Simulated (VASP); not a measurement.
# Pt (Im-3m) in VASP: further runs, part 3 of 3

VASP 6.6.1. Earlier steps stand in the parts before.

## 4. Single point, r2SCAN, collinear spin, ferromagnetic start

POSCAR reads:

```
Pt
1.0
   -1.5700618736      1.5700618736      1.5700618736
    1.5700618736     -1.5700618736      1.5700618736
    1.5700618736      1.5700618736     -1.5700618736
Pt
1
Direct
    0.0000000000      0.0000000000      0.0000000000
```

INCAR.step1 reads:

```
PREC = Accurate
ENCUT = 520
ISMEAR = -1
SIGMA = 0.05
LREAL = False
LASPH = True
NELM = 150
ISPIN = 2
MAGMOM = 1
LMAXMIX = 4
NBANDS = 15
GGA = PE
ALGO = Normal
EDIFF = 1E-4
LWAVE = True
LCHARG = False
```

INCAR.step2 reads:

```
PREC = Accurate
ENCUT = 520
EDIFF = 1E-6
ISMEAR = -1
SIGMA = 0.05
LREAL = False
LASPH = True
NELM = 150
ALGO = Normal
ISIF = 2
LWAVE = False
LCHARG = False
ISPIN = 2
MAGMOM = 1
LORBIT = 11
LMAXMIX = 4
METAGGA = R2SCAN
LMIXTAU = True
NBANDS = 15
ISTART = 1
```

KPOINTS reads:

```
Automatic mesh
0
Gamma
  14 14 14
```

Run with:

```sh
$ cat potpaw_PBE.64/Pt/POTCAR > POTCAR
$ cp INCAR.step1 INCAR
$ mpirun -np 1 vasp_std > vasp.out
$ cp INCAR.step2 INCAR
$ mpirun -np 1 vasp_std > vasp.out
```

Run time: 64 s. Hardware: 1 thread of Intel Xeon 6975P-C (Granite Rapids), shared host; peak memory 0.16 GiB.

Results (log left out):

```yaml
Free_energy: -51.4029 eV
Pressure: 0.6 GPa
Band_gap_on_the_k_mesh: zero (filled and empty bands overlap)
Net_moment: 0.00 μB per cell
Valence_electrons_inside_the_program's_atomic_spheres: Pt 9.25
```

Levels at points of the mesh, in eV from the Fermi level:
Spin up:
| k point | band 2 | band 3 | band 4 | band 5 | band 6 | band 7 | band 8 | band 9 |
| --- | --- | --- | --- | --- | --- | --- | --- | --- |
| (0.00, 0.00, 0.00) | -3.66 | -3.66 | -3.66 | -1.08 | -1.08 | 18.15 | 18.15 | 18.15 |
| (0.50, 0.00, 0.00) | -5.18 | -1.25 | -0.75 | 0.45 | 1.20 | 6.86 | 14.14 | 16.87 |
| (0.50, 0.50, 0.50) | -6.45 | 0.64 | 0.64 | 0.64 | 8.23 | 8.23 | 8.23 | 13.83 |
Spin down:
| k point | band 1 | band 2 | band 3 | band 4 | band 5 | band 6 | band 7 | band 8 | band 9 | band 10 |
| --- | --- | --- | --- | --- | --- | --- | --- | --- | --- | --- |
| (0.00, 0.00, 0.00) | -9.89 | -3.66 | -3.66 | -3.66 | -1.08 | -1.08 | 18.15 | 18.15 | 18.15 | 28.82 |
| (0.50, 0.00, 0.00) | -6.91 | -5.18 | -1.25 | -0.75 | 0.45 | 1.20 | 6.86 | 14.14 | 16.87 | 25.45 |
| (0.50, 0.50, 0.50) | -6.45 | -6.45 | 0.64 | 0.64 | 0.64 | 8.23 | 8.23 | 8.23 | 13.83 | 20.22 |

Caveat: the PAW data sets were made with another functional, which shifts forces and pressure a little; spin-orbit coupling is left out, which moves the levels of the heavy elements.

## 5. Single point, r2SCAN, collinear spin, ferromagnetic start (volume scaled by 0.88)

POSCAR reads:

```
Pt
1.0
   -1.5045651276      1.5045651276      1.5045651276
    1.5045651276     -1.5045651276      1.5045651276
    1.5045651276      1.5045651276     -1.5045651276
Pt
1
Direct
    0.0000000000      0.0000000000      0.0000000000
```

INCAR.step1 reads:

```
PREC = Accurate ; ENCUT = 520
ISMEAR = -1 ; SIGMA = 0.05
LREAL = F ; LASPH = T
NELM = 150 ; ISPIN = 2
MAGMOM = 1 ; LMAXMIX = 4
NBANDS = 15 ; GGA = PE
ALGO = Normal ; EDIFF = 1E-4
LWAVE = T ; LCHARG = F
```

INCAR.step2 reads:

```
PREC = Accurate ; ENCUT = 520
EDIFF = 1E-7 ; ISMEAR = -1
SIGMA = 0.05 ; LREAL = F
LASPH = T ; NELM = 150
ALGO = Normal ; ISIF = 2
LWAVE = F ; LCHARG = F
ISPIN = 2 ; MAGMOM = 1
LORBIT = 11 ; LMAXMIX = 4
METAGGA = R2SCAN ; LMIXTAU = T
NBANDS = 15 ; ISTART = 1
```

KPOINTS reads:

```
Automatic mesh
0
Gamma
  16 16 16
```

Run with:

```sh
$ cat potpaw_PBE.64/Pt/POTCAR > POTCAR
$ cp INCAR.step1 INCAR
$ mpirun -np 1 vasp_std > vasp.out
$ cp INCAR.step2 INCAR
$ mpirun -np 1 vasp_std > vasp.out
```

Run time: 94 s. Hardware: 1 thread of Intel Xeon 6975P-C (Granite Rapids), shared host; peak memory 0.17 GiB.

It converged, with:

* Free energy: -51.1528 eV
* Pressure: 48.4 GPa
* Band gap on the k mesh: zero (filled and empty bands overlap)
* Net moment: 0.00 μB per cell
* Valence electrons inside the program's atomic spheres: Pt 9.61

Levels at points of the mesh, in eV from the Fermi level:
Spin up:
```tsv
k point	band 3	band 4	band 5	band 6	band 7	band 8
(0.00, 0.00, 0.00)	-4.58	-4.58	-1.47	-1.47	17.88	17.88
(0.50, 0.00, 0.00)	-1.63	-1.01	-0.10	1.41	8.01	13.94
(0.50, 0.50, 0.50)	0.70	0.70	0.70	8.46	8.46	8.46
```
Spin down:
| k point | band 2 | band 3 | band 4 | band 5 | band 6 | band 7 | band 8 | band 9 |
| --- | --- | --- | --- | --- | --- | --- | --- | --- |
| (0.00, 0.00, 0.00) | -4.58 | -4.58 | -4.58 | -1.47 | -1.47 | 17.88 | 17.88 | 17.88 |
| (0.50, 0.00, 0.00) | -6.44 | -1.63 | -1.01 | -0.10 | 1.41 | 8.01 | 13.94 | 17.96 |
| (0.50, 0.50, 0.50) | -8.06 | 0.70 | 0.70 | 0.70 | 8.46 | 8.46 | 8.46 | 15.80 |

Caveat: the PAW data sets were made with another functional, which shifts forces and pressure a little; spin-orbit coupling is left out, which moves the levels of the heavy elements.

## 6. Single point, r2SCAN, collinear spin, ferromagnetic start (volume scaled by 0.92)

POSCAR reads:

```
Pt
1.0
   -1.5270246347      1.5270246347      1.5270246347
    1.5270246347     -1.5270246347      1.5270246347
    1.5270246347      1.5270246347     -1.5270246347
Pt
1
Direct
    0.0000000000      0.0000000000      0.0000000000
```

INCAR.step1 reads:

```
  PREC = Accurate
  ENCUT = 520
  ISMEAR = -1
  SIGMA = 0.05
  LREAL = F
  LASPH = T
  NELM = 150
  ISPIN = 2
  MAGMOM = 1
  LMAXMIX = 4
  NBANDS = 15
  GGA = PE
  ALGO = Normal
  EDIFF = 1E-4
  LWAVE = T
  LCHARG = F
```

INCAR.step2 reads:

```
  PREC = Accurate
  ENCUT = 520
  EDIFF = 1E-7
  ISMEAR = -1
  SIGMA = 0.05
  LREAL = F
  LASPH = T
  NELM = 150
  ALGO = Normal
  ISIF = 2
  LWAVE = F
  LCHARG = F
  ISPIN = 2
  MAGMOM = 1
  LORBIT = 11
  LMAXMIX = 4
  METAGGA = R2SCAN
  LMIXTAU = T
  NBANDS = 15
  ISTART = 1
```

KPOINTS reads:

```
regular mesh
0
Gamma
  16 16 16
```

Potentials or basis: VASP PAW PBE potentials, release 64 (Pt).

Run with:

```sh
$ cat potpaw_PBE.64/Pt/POTCAR > POTCAR
$ cp INCAR.step1 INCAR
$ mpirun -np 1 vasp_std > vasp.out
$ cp INCAR.step2 INCAR
$ mpirun -np 1 vasp_std > vasp.out
```

Wall time 94 s (1 thread of Intel Xeon 6975P-C (Granite Rapids), shared host); peak memory 0.17 GiB.

The run converged. Its results:

| Item | Value |
| --- | --- |
| Free energy | -51.2996 eV |
| Pressure | 28.3 GPa |
| Band gap on the k mesh | zero (filled and empty bands overlap) |
| Net moment | 0.00 μB per cell |
| Valence electrons inside the program's atomic spheres | Pt 9.47 |

Levels at points of the mesh, in eV from the Fermi level:
Spin up:
```tsv
k point	band 1	band 2	band 3	band 4	band 5	band 6	band 7	band 8	band 9	band 10
(0.00, 0.00, 0.00)	-10.95	-4.28	-4.28	-4.28	-1.36	-1.36	17.96	17.96	17.96	29.79
(0.50, 0.00, 0.00)	-7.93	-6.02	-1.53	-0.95	0.05	1.29	7.55	13.99	17.54	25.78
(0.50, 0.50, 0.50)	-7.51	-7.51	0.64	0.64	0.64	8.33	8.33	8.33	15.05	21.40
```
Spin down:
| k point | band 3 | band 4 | band 5 | band 6 | band 7 | band 8 |
| --- | --- | --- | --- | --- | --- | --- |
| (0.00, 0.00, 0.00) | -4.28 | -4.28 | -1.36 | -1.36 | 17.96 | 17.96 |
| (0.50, 0.00, 0.00) | -1.53 | -0.95 | 0.05 | 1.29 | 7.55 | 13.99 |
| (0.50, 0.50, 0.50) | 0.64 | 0.64 | 0.64 | 8.33 | 8.33 | 8.33 |

Caveat: the PAW data sets were made with another functional, which shifts forces and pressure a little; spin-orbit coupling is left out, which moves the levels of the heavy elements.

## 7. Overview

```csv
task,spin,cell,k mesh,cutoff (eV),smearing,gap on the mesh (eV),pressure (GPa),moment (μB)
single point,off,"a = 2.720 Å, angles 109.5°, 1 atom",23 × 23 × 23,520,fermi-dirac 0.1 eV,none,0.4,-
relaxation of cell and atoms,off,"relaxed from a = 2.697 Å, angles 109.5°, 1 atom",14 × 14 × 14,600,fermi-dirac 0.1 eV,none,0.0,-
single point,"collinear, ferromagnetic start","a = 2.719 Å, angles 109.5°, 1 atom",14 × 14 × 14,520,fermi-dirac 0.05 eV,none,0.6,0.00
single point,"collinear, ferromagnetic start","a = 2.606 Å, angles 109.5°, 1 atom",16 × 16 × 16,520,fermi-dirac 0.05 eV,none,48.4,0.00
single point,"collinear, ferromagnetic start","a = 2.645 Å, angles 109.5°, 1 atom",16 × 16 × 16,520,fermi-dirac 0.05 eV,none,28.3,0.00
```

Alike in all rows: level r2SCAN; potentials or basis VASP PAW PBE potentials, release 64 (Pt).

Caveats: the PAW data sets were made with another functional, which shifts forces and pressure a little; spin-orbit coupling is left out, which moves the levels of the heavy elements.

Total energies depend on the potentials used, so only differences within one code and one set of settings carry meaning.
